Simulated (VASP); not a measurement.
# MnO (Fm-3m) in VASP: notebook, part 2 of 2

VASP 6.6.1. Earlier steps stand in the parts before.

## (4) Single point, PBE, collinear spin, ferromagnetic start (volume scaled by 0.99)

INCAR

```
ALGO = Normal
EDIFF = 1E-6
ENCUT = 520
GGA = PE
ISIF = 2
ISMEAR = -1
ISPIN = 2
LASPH = T
LCHARG = F
LMAXMIX = 4
LORBIT = 11
LREAL = F
LWAVE = F
MAGMOM = 4 0
NBANDS = 20
NELM = 150
PREC = Accurate
SIGMA = 0.05
```

KPOINTS

```
k-points
0
Gamma
  16 16 16
```

POSCAR

```
MnO
1.0
    0.0000000000      2.2145685064      2.2145685064
    2.2145685064      0.0000000000      2.2145685064
    2.2145685064      2.2145685064      0.0000000000
Mn O
1 1
Direct
    0.0000000000      0.0000000000      0.0000000000
    0.5000000000      0.5000000000      0.5000000000
```

Potentials or basis: VASP PAW PBE potentials, release 64 (Mn_pv, O).

Run with:

```sh
> cat potpaw_PBE.64/Mn_pv/POTCAR potpaw_PBE.64/O/POTCAR > POTCAR
> mpirun -np 1 vasp_std > vasp.out
```

OUTCAR:

```text
EDIFF = 1E-6
   ENCUT = 520
   GGA = PE
   ISIF = 2
   ISMEAR = -1
   ISPIN = 2
   LASPH = T
   LORBIT = 11
   LREAL = F
   NELM = 150
   PREC = Accurate

 ion  position               nearest neighbor table
   1  0.000  0.000  0.000-   2 2.21   2 2.21   2 2.21   2 2.21   2 2.21   2 2.21
   2  0.500  0.500  0.500-   1 2.21   1 2.21   1 2.21   1 2.21   1 2.21   1 2.21

  LATTYP: Found a face centered cubic cell.
 ALAT       =     4.4291370128

  Lattice vectors:

 A1 = (   0.0000000000,   2.2145685064,   2.2145685064)
 A2 = (   2.2145685064,   0.0000000000,   2.2145685064)
 A3 = (   2.2145685064,   2.2145685064,   0.0000000000)

Analysis of symmetry for initial positions (statically):
=====================================================================
 Subroutine PRICEL returns:
 Original cell was already a primitive cell.

 Routine SETGRP: Setting up the symmetry group for a
 face centered cubic supercell.

 Subroutine GETGRP returns: Found 48 space group operations
 (whereof 48 operations were pure point group operations)
 out of a pool of 48 trial point group operations.

The static configuration has the point symmetry O_h .

Analysis of symmetry for dynamics (positions and initial velocities):
=====================================================================
 Subroutine PRICEL returns:
 Original cell was already a primitive cell.

 Routine SETGRP: Setting up the symmetry group for a
 face centered cubic supercell.

 Subroutine GETGRP returns: Found 48 space group operations
 (whereof 48 operations were pure point group operations)
 out of a pool of 48 trial point group operations.

The dynamic configuration has the point symmetry O_h .

Analysis of structural, dynamic, and magnetic symmetry:
=====================================================================
 Subroutine PRICEL returns:
 Original cell was already a primitive cell.

 Routine SETGRP: Setting up the symmetry group for a
[... 139 lines left out ...]
  volume of cell :       21.72
 maximum number of plane-waves:       604
   NGX = 11   NGY = 11   NGZ = 11

 number of electron      18.9999994 magnetization       4.7342806

 Free energy of the ion-electron system (eV)
  ---------------------------------------------------
  ext. energy  EPLUGINS =         0.00000000
  ---------------------------------------------------
  free energy    TOTEN  =       -16.40516543 eV

  energy without entropy =      -16.39711761  energy(sigma->0) =      -16.40114152

 E-fermi :   7.6941     XC(G=0): -11.9292

 val. band max:        7.6874681895   @ k =   0.4375   0.1250   0.0625
 cond. band min:       7.7032455521   @ k =   0.5000   0.3125   0.0000
 fundamental gap:      0.0157773626
 Fermi energy:         7.6940996349

 spin component 1

 k-point     1 :       0.0000    0.0000    0.0000
  band No.  band energies     occupation
      1     -42.6861      1.00000
      2     -42.6861      1.00000
      3     -42.6861      1.00000
      4     -12.6915      1.00000
      5       3.8749      1.00000
      6       3.8749      1.00000
[... 541 lines left out ...]
     19      27.6541      0.00000
     20      28.9884      0.00000

 [... further k-points ...]

 spin component 2

 k-point     1 :       0.0000    0.0000    0.0000
  band No.  band energies     occupation
      1     -38.0512      1.00000
      2     -38.0512      1.00000
      3     -38.0512      1.00000
      4     -12.2538      1.00000
      5       4.2568      1.00000
      6       4.2568      1.00000
[... 541 lines left out ...]
     19      29.5916      0.00000
     20      31.1225      0.00000

 [... further k-points ...]
[... 5 lines left out ...]
  --------------------------------------------------------------------------------------
  -------------------------------------------------------------------------------------
  Total        0.1533518      0.1533518      0.1533518     -0.0000000      0.0000000      0.0000000
  in kB       11.3110267     11.3110267     11.3110267     -0.0000000      0.0000000      0.0000000
  external PRESSURE =      11.3110267 kB  Pullay stress =       0.0000000 kB

 VOLUME and BASIS-vectors are now :
 -----------------------------------------------------------------------------
  energy-cutoff  :      520.00
  volume of cell :       21.72
      direct lattice vectors                 reciprocal lattice vectors
     0.000000000  2.214568506  2.214568506    -0.225777617  0.225777617  0.225777617
     2.214568506  0.000000000  2.214568506     0.225777617 -0.225777617  0.225777617
     2.214568506  2.214568506  0.000000000     0.225777617  0.225777617 -0.225777617

 POSITION                                       TOTAL-FORCE (eV/Angst)
 -----------------------------------------------------------------------------------
      0.00000      0.00000      0.00000        -0.000000     -0.000000      0.000000
      2.21457      2.21457      2.21457         0.000000      0.000000      0.000000
 -----------------------------------------------------------------------------------
    total drift:                                0.000000     -0.000000     -0.000000

  FREE ENERGIE OF THE ION-ELECTRON SYSTEM (eV)
  ---------------------------------------------------
  free  energy   TOTEN  =       -16.4051654301 eV

  energy  without entropy=      -16.3971176102  energy(sigma->0) =      -16.40114152

 total charge

# of ion       s       p       d       tot
------------------------------------------
    1        0.205   6.180   4.982  11.366
    2        1.561   3.418   0.000   4.979
--------------------------------------------------
tot          1.766   9.598   4.982  16.345

 magnetization (x)

# of ion       s       p       d       tot
------------------------------------------
    1        0.034   0.026   4.244   4.304
    2        0.031   0.168   0.000   0.199
--------------------------------------------------
tot          0.065   0.194   4.244   4.503
```

stdout:

```text
POSCAR found type information on POSCAR MnO
 POSCAR found :  2 types and       2 ions
 scaLAPACK will be used
 LDA part: xc-table for (Slater+PW92), standard interpolation
 POSCAR, INCAR and KPOINTS ok, starting setup
 FFT: planning ... GRIDC
 FFT: planning ... GRID_SOFT
 FFT: planning ... GRID
 WAVECAR not read
 entering main loop
```

Wall time 66 s (1 thread of AMD EPYC 9R45 (Zen 5), shared host); peak memory 0.19 GiB.

Results:

```
Free energy                                           : -16.4052 eV
Pressure                                              : 1.1 GPa
Net moment                                            : 4.73 μB per cell
Site moments                                          : Mn +4.30; O +0.20 μB
Valence electrons inside the program's atomic spheres : Mn 11.37; O 4.98
```

Caveat: a cell with one magnetic atom can't hold antiferromagnetic order, which such compounds often take; semilocal functionals often make such compounds metallic where correlation or magnetic order opens a gap, which also shifts bond lengths.

## (5) Summary

| cell | gap on the mesh (eV) | pressure (GPa) | moment (μB) |
| --- | --- | --- | --- |
| a = 3.111 Å, angles 60.0°, 2 atoms | none | 3.4 | 4.67 |
| a = 3.121 Å, angles 60.0°, 2 atoms | none | 2.2 | 4.70 |
| a = 3.132 Å, angles 60.0°, 2 atoms | none | 1.1 | 4.73 |

Alike in all rows: task single point; level PBE; potentials or basis VASP PAW PBE potentials, release 64 (Mn_pv, O); spin collinear, ferromagnetic start; k mesh 16 × 16 × 16; cutoff (eV) 520; smearing fermi-dirac 0.05 eV.

Caveats: a cell with one magnetic atom can't hold antiferromagnetic order, which such compounds often take; semilocal functionals often make such compounds metallic where correlation or magnetic order opens a gap, which also shifts bond lengths.

Total energies depend on the potentials used, so only differences within one code and one set of settings carry meaning.
